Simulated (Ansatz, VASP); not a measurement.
One calculation of SnSe2, two programs

POSCAR

```
SnSe2
1.0
    4.0543612645      0.0000000000      0.0000000000
   -2.0271806323      3.5111798512      0.0000000000
    0.0000000000      0.0000000000      5.8534708460
Sn Se
1 2
Direct
    0.0000000000      0.0000000000      0.0000000000
    0.3333333333      0.6666666667      0.2412719747
    0.6666666667      0.3333333333      0.7587280253
```

File INCAR.step1:

```
SYSTEM = SnSe2
ALGO = Normal ; EDIFF = 1E-4
ENCUT = 520 ; GGA = PE
ISMEAR = 0 ; LASPH = .True.
LCHARG = .False. ; LREAL = .False.
LWAVE = .True. ; NBANDS = 20
NELM = 100 ; PREC = Accurate
SIGMA = 0.05
```

The input INCAR.step2:

```
SYSTEM = SnSe2
ALGO = Normal ; EDIFF = 1E-6
ENCUT = 520 ; ISIF = 2
ISMEAR = 0 ; ISTART = 1
LASPH = .True. ; LCHARG = .False.
LMIXTAU = .True. ; LREAL = .False.
LWAVE = .False. ; METAGGA = R2SCAN
NBANDS = 20 ; NELM = 100
PREC = Accurate ; SIGMA = 0.05
```

The input KPOINTS:

```
k-points
0
Gamma
  12 12 6
  0 0 0
```

Input for Ansatz:

```yaml
crystal:
  lattice:
    - [4.0543612645, 0.0, 0.0]
    - [-2.0271806323, 3.5111798512, 0.0]
    - [0.0, 0.0, 5.853470846]
  atoms:
    - { symbol: Sn, position: [0.0, 0.0, 0.0] }
    - { symbol: Se, position: [0.3333333333, 0.6666666667, 0.2412719747] }
    - { symbol: Se, position: [0.6666666667, 0.3333333333, 0.7587280253] }
basis:
  ecutwfc: 500
kpoints:
  mp_grid: { grid: [12, 12, 6] }
hamiltonian:
  xc: r2scan
scf:
  occupations: { method: gaussian, width: 0.05 }
output:
  forces: true
  stress: true
  eigenvalues: true
```

Alike in both runs: task single point; functional r2SCAN; k mesh 12 × 12 × 6; occupations gaussian, width 0.05 eV; no spin polarisation.

```csv
,VASP,Ansatz
version,VASP 6.6.1,Ansatz 0.2.0
potentials or method,"VASP PAW PBE potentials, release 64 (Sn_d, Se), cutoff 520 eV","scalar-relativistic, plane waves, PAW"
valence electrons in the cell,26,46
```

Ansatz gave:

| Item | Value |
| --- | --- |
| gap on the k mesh at the Fermi level (eV) | none |
| pressure (GPa) | -0.7 |
| traceless stress, the component that is largest in VASP (GPa) | 4.83 |
| rms of the force components (eV/Å) | 0.335 |

Task: What did VASP give for the same quantities?

Result: gap on the k mesh at the Fermi level (eV): none; pressure (GPa): -0.6; traceless stress, the component that is largest in VASP (GPa): 4.81; rms of the force components (eV/Å): 0.339.

VASP's potentials were made for PBE, not for r2SCAN. Atom by atom the forces differ by 0.004 eV/Å (rms over components). A gap of «none» marks a metal or a gap that the smearing closes. The functional is the same, so the differences come from potentials, cutoffs and numerics. VASP's potentials hold 26 valence electrons a cell and Ansatz's 46, so a difference there can come from the potentials and not from the codes.
